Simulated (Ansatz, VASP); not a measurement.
# Two plane-wave programs on ZnAu

```
CELL_PARAMETERS angstrom
3.18670 0.00000 0.00000
0.00000 3.18670 0.00000
0.00000 0.00000 3.18670
ATOMIC_POSITIONS crystal
Zn 0.50000 0.50000 0.50000
Au 0.00000 0.00000 0.00000
```

Alike in both runs: task relaxation of cell and atoms; functional LDA; k mesh 14 × 14 × 14; occupations gaussian, width 0.1 eV; no spin polarisation.

```csv
,VASP,Ansatz
version,VASP 6.6.1,Ansatz 0.2.0
potentials or method,"VASP PAW LDA potentials, release 64 (Zn, Au), cutoff 600 eV","scalar-relativistic, plane waves, PAW"
valence electrons in the cell,23,31
```

```tsv
	VASP	Ansatz	Ansatz less VASP
gap on the k mesh at the Fermi level, each at its own relaxed structure (eV)	none	none	-
relaxed volume (Å³/atom)	14.89	14.83	-0.063
relaxed cell length with the largest relative difference (Å)	3.100	3.095	-0.0044
```

LDA's correlation is that of Perdew and Zunger in VASP and of Perdew and Wang (1992) in Ansatz. A gap of «none» marks a metal or a gap that the smearing closes. VASP's potentials hold 23 valence electrons a cell and Ansatz's 31, so a difference there can come from the potentials and not from the codes.

Neither program's run includes spin-orbit coupling.
